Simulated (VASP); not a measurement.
# Ba (Im-3m) in VASP: a series of runs

Ba is run at these levels: LDA; tasks: single point, relaxation of cell and atoms.

All numbers are computed with VASP 6.6.1; they aren't measurements. Logs are shortened: lines on timing, memory, paths and dates and some standing lists are left out, and cuts for length are marked.

## 1. The cell of the first run

The structure is cubic, space group Im-3m (No. 229). Conventional cell: a = 4.747 Å, b = 4.747 Å, c = 4.747 Å, α = 90.00°, β = 90.00°, γ = 90.00°. Ba (site symmetry m-3m) has 14 Ba at 4.11 to 4.75 Å within 5.4 Å.

## 2. Single point, LDA

Contents of INCAR:

```
SYSTEM = Ba
PREC = Accurate ; ENCUT = 520
EDIFF = 1E-6 ; ISMEAR = 0
SIGMA = 0.02 ; LREAL = .False.
LASPH = .True. ; NELM = 100
ALGO = Normal ; ISIF = 2
LWAVE = .False. ; LCHARG = .False.
GGA = CA ; NBANDS = 11
```

Contents of KPOINTS:

```
regular mesh
0
Gamma
  12 12 12
  0 0 0
```

Contents of POSCAR:

```
Ba
1.0
    4.1107995734     -0.0000000228     -0.0000000394
   -1.3702665030      3.8756990135     -0.0000000394
   -1.3702665030     -1.9378494499      3.3564538360
Ba
1
Direct
    0.0000000000      0.0000000000      0.0000000000
```

Potentials or basis: VASP PAW LDA potentials, release 64 (Ba_sv).

Command:

```sh
$ cat potpaw_LDA.64/Ba_sv/POTCAR > POTCAR
$ mpirun -np 1 vasp_std > vasp.out
```

OUTCAR:

```text
SYSTEM = Ba
   PREC = Accurate
   ENCUT = 520
   EDIFF = 1E-6
   ISMEAR = 0
   LREAL = .False.
   LASPH = .True.
   NELM = 100
   ISIF = 2
   GGA = CA

 ion  position               nearest neighbor table
   1  0.000  0.000  0.000-

  LATTYP: Found a body centered cubic cell.
 ALAT       =     4.7467424806

  Lattice vectors:

 A1 = (   4.1107995734,  -0.0000000228,  -0.0000000394)
 A2 = (  -1.3702665030,   3.8756990135,  -0.0000000394)
 A3 = (  -1.3702665030,  -1.9378494499,   3.3564538360)

Analysis of symmetry for initial positions (statically):
=====================================================================
 Subroutine PRICEL returns:
 Original cell was already a primitive cell.

 Routine SETGRP: Setting up the symmetry group for a
 body centered cubic supercell.

 Subroutine GETGRP returns: Found 48 space group operations
 (whereof 48 operations were pure point group operations)
 out of a pool of 48 trial point group operations.

The static configuration has the point symmetry O_h .

Analysis of symmetry for dynamics (positions and initial velocities):
=====================================================================
 Subroutine PRICEL returns:
 Original cell was already a primitive cell.

 Routine SETGRP: Setting up the symmetry group for a
 body centered cubic supercell.

 Subroutine GETGRP returns: Found 48 space group operations
 (whereof 48 operations were pure point group operations)
 out of a pool of 48 trial point group operations.

The dynamic configuration has the point symmetry O_h .

 Subroutine INISYM returns: Found 48 space group operations
 (whereof 48 operations are pure point group operations),
 and found     1 'primitive' translations

----------------------------------------------------------------------------------------

                                     Primitive cell

  volume of cell :      53.4758

  direct lattice vectors                    reciprocal lattice vectors
     4.110799573 -0.000000023 -0.000000039     0.243261679  0.086005992  0.148966742
    -1.370266503  3.875699013 -0.000000039     0.000000003  0.258017975  0.148966742
    -1.370266503 -1.937849450  3.356453836     0.000000003  0.000000004  0.297933492

  length of vectors
     4.110799573  4.110799573  4.110799573     0.297933492  0.297933492  0.297933492

  position of ions in fractional coordinates (direct lattice)
     0.000000000  0.000000000  0.000000000

  ion indices of the primitive-cell ions
   primitive index   ion index
                 1           1

----------------------------------------------------------------------------------------

 KPOINTS: regular mesh

Automatic generation of k-mesh.
 Grid dimensions read from file:
 generate k-points for:   12   12   12

 Generating k-lattice:

  Cartesian coordinates                     Fractional coordinates (reciprocal lattice)
     0.020271807  0.007167166  0.012413895     0.083333333 -0.000000000  0.000000000
     0.000000000  0.021501498  0.012413895     0.000000000  0.083333333 -0.000000000
     0.000000000  0.000000000  0.024827791    -0.000000000  0.000000000  0.083333333

  Length of vectors
     0.024827791  0.024827791  0.024827791

  Shift w.r.t. Gamma in fractional coordinates (k-lattice)
     0.000000000  0.000000000  0.000000000

 Subroutine IBZKPT returns following result:
 ===========================================

 Found     72 irreducible k-points:

 Following reciprocal coordinates:
            Coordinates               Weight
  0.000000  0.000000  0.000000      1.000000
  0.083333 -0.000000  0.000000     12.000000
  0.166667 -0.000000  0.000000     12.000000
  0.250000 -0.000000  0.000000     12.000000
  0.333333 -0.000000  0.000000     12.000000
  0.416667 -0.000000  0.000000     12.000000
[... 16 lines left out ...]
  0.333333  0.083333  0.083333     24.000000
  0.416667  0.083333  0.083333     12.000000
 [... further k-points ...]
   k-points           NKPTS =     72   k-points in BZ     NKDIM =     72   number of bands    NBANDS=     11
   number of dos      NEDOS =    301   number of ions     NIONS =      1
   total plane-waves  NPLWV =  32768
   dimension x,y,z NGX =    32 NGY =   32 NGZ =   32
   dimension x,y,z NGXF=    64 NGYF=   64 NGZF=   64
   ions per type =               1
   NGX,Y,Z   is equivalent  to a cutoff of  12.94, 12.94, 12.94 a.u.
   NGXF,Y,Z  is equivalent  to a cutoff of  25.88, 25.88, 25.88 a.u.
 SYSTEM =  Ba
   PREC   = accura    normal or accurate (medium, high low for compatibility)
   ISTART =      0    job   : 0-new  1-cont  2-samecut
   ICHARG =      2    charge: 1-file 2-atom 10-const
   ISPIN  =      1    spin polarized calculation?
   LNONCOLLINEAR =      F non collinear calculations
   LSORBIT =      F    spin-orbit coupling
   LASPH  =      T    aspherical Exc in radial PAW
   ENCUT  =  520.0 eV  38.22 Ry    6.18 a.u.   7.64  7.64  7.64*2*pi/ulx,y,z
   NELM   =    100;   NELMIN=  2; NELMDL= -5     # of ELM steps
   EDIFF  = 0.1E-05   stopping-criterion for ELM
   LREAL  =      F    real-space projection
   EDIFFG = 0.1E-04   stopping-criterion for IOM
   NSW    =      0    number of steps for IOM
   IBRION =     -1    ionic relax: 0-MD 1-quasi-New 2-CG
   NFREE  =      0    steps in history (QN), initial steepest desc. (CG)
   ISIF   =      2    stress and relaxation
   ISYM   =      2    0-nonsym 1-usesym 2-fastsym
   POTIM  = 0.5000    time-step for ionic-motion
   TEBEG  =    0.0;   TEEND  =   0.0 temperature during run
   PSTRESS=    0.0 pullay stress
   NELECT =      10.0000    total number of electrons
   NUPDOWN=      -1.0000    fix difference up-down
   EMIN   =  10.00;   EMAX   =-10.00  energy-range for DOS
   EFERMI =   0.00;   METHOD = LEGACY
   ISMEAR =     0;   SIGMA  =   0.02  broadening in eV -4-tet -1-fermi 0-gaus
   EFERMI_NEDOS =   21; number of points for ismear=-14 and -15
   IALGO  =     38    algorithm
   IMIX   =      4    mixing-type and parameters
     AMIX     =   0.40;   BMIX     =  1.00
     AMIX_MAG =   1.60;   BMIX_MAG =  1.00
  volume/ion in A,a.u.               =      53.48       360.87
  Fermi-wavevector in a.u.,A,eV,Ry     =   0.936172  1.769109 11.924401  0.876419
  Thomas-Fermi vector in A             =   2.063155
   LORBIT       =      0    0 simple, 1 ext, 2 COOP (PROOUT), +10 PAW based schemes
   GGA     = CA    functional components
   LHFCALC =     F    Hartree Fock is set to
   AEXX    =    0.0000 exact exchange contribution
   IVDW    =     0    specifies the selected vdW correction
   LEPSILON=     F    determine dielectric tensor
   LRPA    =     F    only Hartree local field effects (RPA)
 non-spin polarized calculation
 Gauss-broadening in eV      SIGMA  =   0.02
  energy-cutoff  :      520.00
  volume of cell :       53.48
 maximum number of plane-waves:      1464
   NGX = 15   NGY = 15   NGZ = 15

 number of electron      10.0000000 magnetization

 number of electron       9.9999999 magnetization

 Free energy of the ion-electron system (eV)
  ---------------------------------------------------
  ext. energy  EPLUGINS =         0.00000000
  ---------------------------------------------------
  free energy    TOTEN  =        -2.25019243 eV

  energy without entropy =       -2.24998996  energy(sigma->0) =       -2.25009119

 E-fermi :   1.9997     XC(G=0):  -8.1676

 val. band max:        1.9845323000   @ k =   0.2500   0.2500   0.0833
 cond. band min:       2.0130768259   @ k =  -0.4167  -0.4167   0.1667
 fundamental gap:      0.0285445259
 Fermi energy:         1.9997414222

 k-point     1 :       0.0000    0.0000    0.0000
  band No.  band energies     occupation
      1     -26.5700      2.00000
      2     -11.4019      2.00000
      3     -11.4019      2.00000
      4     -11.4019      2.00000
      5      -0.8042      2.00000
      6       3.9371      0.00000
      7       3.9371      0.00000
      8       3.9371      0.00000
      9       5.6376      0.00000
     10       5.6376      0.00000
     11       9.4568      0.00000

 k-point     2 :       0.0833   -0.0000    0.0000
  band No.  band energies     occupation
      1     -26.5641      2.00000
      2     -11.4601      2.00000
      3     -11.4190      2.00000
      4     -11.4024      2.00000
      5      -0.6436      2.00000
      6       3.8089      0.00000
      7       3.8752      0.00000
      8       4.0998      0.00000
      9       5.4181      0.00000
     10       5.6227      0.00000
     11       9.6432      0.00000

 k-point     3 :       0.1667   -0.0000    0.0000
  band No.  band energies     occupation
      1     -26.5480      2.00000
      2     -11.6140      2.00000
      3     -11.4653      2.00000
      4     -11.4040      2.00000
      5      -0.2057      2.00000
      6       3.5022      0.00000
      7       3.6107      0.00000
      8       4.5789      0.00000
      9       5.2211      0.00000
     10       5.6172      0.00000
     11      10.0500      0.00000

 k-point     4 :       0.2500   -0.0000    0.0000
  band No.  band energies     occupation
      1     -26.5258      2.00000
      2     -11.8136      2.00000
      3     -11.5272      2.00000
      4     -11.4061      2.00000
      5       0.3677      2.00000
      6       3.1540      0.00000
      7       3.2678      0.00000
      8       5.3440      0.00000
      9       5.3474      0.00000
     10       5.6914      0.00000
     11      10.0441      0.00000
[... 239 lines left out ...]
 k-point    22 :       0.2500    0.0833    0.0833
  band No.  band energies     occupation
      1     -26.4992      2.00000
      2     -12.0061      2.00000
      3     -11.5972      2.00000
      4     -11.4567      2.00000
      5       1.1304      2.00000
      6       2.7415      0.00000
      7       2.9549      0.00000
      8       5.6771      0.00000
      9       6.0003      0.00000
     10       6.9213      0.00000
     11       9.6968      0.00000

 k-point    23 :       0.3333    0.0833    0.0833
  band No.  band energies     occupation
      1     -26.4846      2.00000
      2     -12.0992      2.00000
      3     -11.6622      2.00000
      4     -11.4617      2.00000
      5       1.3015      2.00000
      6       2.5937      0.00000
      7       3.3448      0.00000
      8       5.8103      0.00000
      9       6.2365      0.00000
     10       7.8485      0.00000
     11       8.9769      0.00000

 k-point    24 :       0.4167    0.0833    0.0833
  band No.  band energies     occupation
      1     -26.4792      2.00000
      2     -12.1320      2.00000
      3     -11.6866      2.00000
      4     -11.4636      2.00000
      5       1.3110      2.00000
      6       2.5441      0.00000
      7       3.6420      0.00000
      8       5.8001      0.00000
      9       6.3552      0.00000
     10       8.4547      0.00000
     11       8.6798      0.00000

 [... further k-points ...]
[... 5 lines left out ...]
  --------------------------------------------------------------------------------------
  -------------------------------------------------------------------------------------
  Total        0.0311022      0.0311022      0.0311022     -0.0000000     -0.0000000      0.0000000
  in kB        0.9318460      0.9318460      0.9318460     -0.0000000     -0.0000000      0.0000000
  external PRESSURE =       0.9318460 kB  Pullay stress =       0.0000000 kB

 VOLUME and BASIS-vectors are now :
 -----------------------------------------------------------------------------
  energy-cutoff  :      520.00
  volume of cell :       53.48
      direct lattice vectors                 reciprocal lattice vectors
     4.110799573 -0.000000023 -0.000000039     0.243261679  0.086005992  0.148966742
    -1.370266503  3.875699013 -0.000000039     0.000000003  0.258017975  0.148966742
    -1.370266503 -1.937849450  3.356453836     0.000000003  0.000000004  0.297933492

 POSITION                                       TOTAL-FORCE (eV/Angst)
 -----------------------------------------------------------------------------------
      0.00000      0.00000      0.00000        -0.000000     -0.000000      0.000000
 -----------------------------------------------------------------------------------
    total drift:                               -0.000000      0.000000      0.000000

  FREE ENERGIE OF THE ION-ELECTRON SYSTEM (eV)
  ---------------------------------------------------
  free  energy   TOTEN  =        -2.2501924298 eV

  energy  without entropy=       -2.2499899571  energy(sigma->0) =       -2.25009119
```

Run time: 8.9 s. Hardware: 1 thread of Intel Xeon 6975P-C (Granite Rapids), shared host; peak memory 0.17 GiB.

Results:

```yaml
Free_energy: -2.2502 eV
Pressure: 0.1 GPa
Band_gap_on_the_k_mesh: zero (bands 5 and 6 overlap by 1.48 eV)
```

Caveat: spin-orbit coupling is left out, which moves the levels of the heavy elements.

## 3. Relaxation of cell and atoms, LDA

This run uses another cell than the first one, of 62.99 Å³/atom.

Contents of INCAR:

```
SYSTEM = Ba
PREC = Accurate ; ENCUT = 600
EDIFF = 1E-6 ; ISMEAR = 0
SIGMA = 0.02 ; LREAL = .FALSE.
LASPH = .TRUE. ; NELM = 60
ALGO = Normal ; ISIF = 3
LWAVE = .FALSE. ; LCHARG = .FALSE.
GGA = CA ; IBRION = 2
NSW = 80 ; EDIFFG = -0.02
```

Contents of KPOINTS:

```
Automatic mesh
0
G
  12 12 12
  0 0 0
```

Contents of POSCAR:

```
Ba
1.0
    4.3413850340     -0.0000000240     -0.0000000416
   -1.4471283220      4.0930970711     -0.0000000416
   -1.4471283220     -2.0465484754      3.5447260784
Ba
1
Direct
    0.0000000000      0.0000000000      0.0000000000
```

Potentials or basis: VASP PAW LDA potentials, release 64 (Ba_sv).

Command:

```sh
$ cat potpaw_LDA.64/Ba_sv/POTCAR > POTCAR
$ mpirun -np 1 vasp_std > vasp.out
```

Wall time 38 s (1 thread of Intel Xeon 6975P-C (Granite Rapids), shared host); peak memory 0.21 GiB.

The run converged. Its results:

```
Free energy                           : -2.2504 eV
Relaxed volume                        : 53.71 Å³/atom
Relaxed cell                          : a = 4.117 Å, b = 4.117 Å, c = 4.117 Å, α = 109.47°, β = 109.47°, γ = 109.47°
Space group after relaxing (to 0.1 Å) : Im-3m (No. 229)
Energy gained by relaxing             : 39.1 meV/atom
Ionic steps                           : 4
Pressure after relaxing               : 0.1 GPa
Band gap on the k mesh                : zero (bands 5 and 6 overlap by 1.47 eV)
```

The path:
```csv
step,energy change (eV),largest force (eV/Å),pressure (GPa),volume (Å³)
1,0.0000,0.0000,-1.23,62.99
2,-0.0273,0.0000,-0.76,58.68
3,-0.0386,0.0000,-0.19,54.88
4,-0.0391,0.0000,0.05,53.71
```

Final structure:
```xyz
1
Lattice="4.1168 0.0000 0.0000 -1.3723 3.8814 0.0000 -1.3723 -1.9407 3.3614" Properties=species:S:1:pos:R:3 pbc="T T T"
Ba    1.3723    1.9407    3.3614
```

Levels at points of the mesh, in eV from the Fermi level:
```tsv
k point	band 3	band 4	band 5	band 6	band 7	band 8
(0.00, 0.00, 0.00)	-13.41	-13.41	-2.80	1.93	1.93	1.93
(0.50, 0.00, 0.00)	-13.65	-13.42	-1.02	0.60	1.89	3.64
(0.50, 0.50, 0.50)	-13.94	-13.94	-0.78	-0.78	5.21	5.21
```

Caveat: spin-orbit coupling is left out, which moves the levels of the heavy elements.
